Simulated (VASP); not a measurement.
Set up this calculation in VASP 6.6.1, as the native input.

- Task: electric field gradients
- Functional: LDA
- Potentials or basis: VASP PAW LDA potentials, release 64 (In_d)
- Cutoff: 400 eV
- k mesh: 12 × 12 × 14
- Occupations: fermi-dirac, width 0.05 eV
- Spin: no spin polarisation
- Dipole correction: no
- Further INCAR settings: ALGO = Normal; EDIFF = 1e-08; NBANDS = 12; ISYM = 0

The structure of In lies in POSCAR:

```
In
1.0
   -1.6152359128      1.6152359128      2.4573458084
    1.6152359128     -1.6152359128      2.4573458084
    1.6152359128      1.6152359128     -2.4573458084
In
1
Direct
    0.0000000000      0.0000000000      0.0000000000
```

The input as run:

INCAR

```
SYSTEM = In
  PREC = Accurate
  ENCUT = 400
  EDIFF = 1E-8
  ISMEAR = -1
  SIGMA = 0.05
  LREAL = .FALSE.
  LASPH = .TRUE.
  NELM = 120
  ALGO = Normal
  ISIF = 2
  LWAVE = .FALSE.
  LCHARG = .FALSE.
  LEFG = .TRUE.
  ISYM = 0
  NBANDS = 12
  GGA_COMPAT = .FALSE.
```

KPOINTS

```
Automatic mesh
0
G
  12 12 14
  0 0 0
```

Potentials or basis: VASP PAW LDA potentials, release 64 (In_d).

The run is started by

```console
$ cat potpaw_LDA.64/In_d/POTCAR > POTCAR
$ mpirun -np 1 vasp_std > vasp.out
```

Results of the run:

| Quantity | Value |
| --- | --- |
| Pressure | -1.8 GPa |
| Band gap on the k mesh | zero (an odd number of electrons rules out a gap without spin polarisation) |
| Largest electric field gradient by atom | In +19.3 V/Å² |

Caveat: without QUAD_EFG the Cq values of the log hold for a quadrupole moment of 1 mb, not for the nuclei; spin-orbit coupling is left out, which moves the levels of the heavy elements.

It took 3.5 min on 1 thread of Oxide Virtual Turin-like Processor (shared host), peak memory 0.26 GiB.
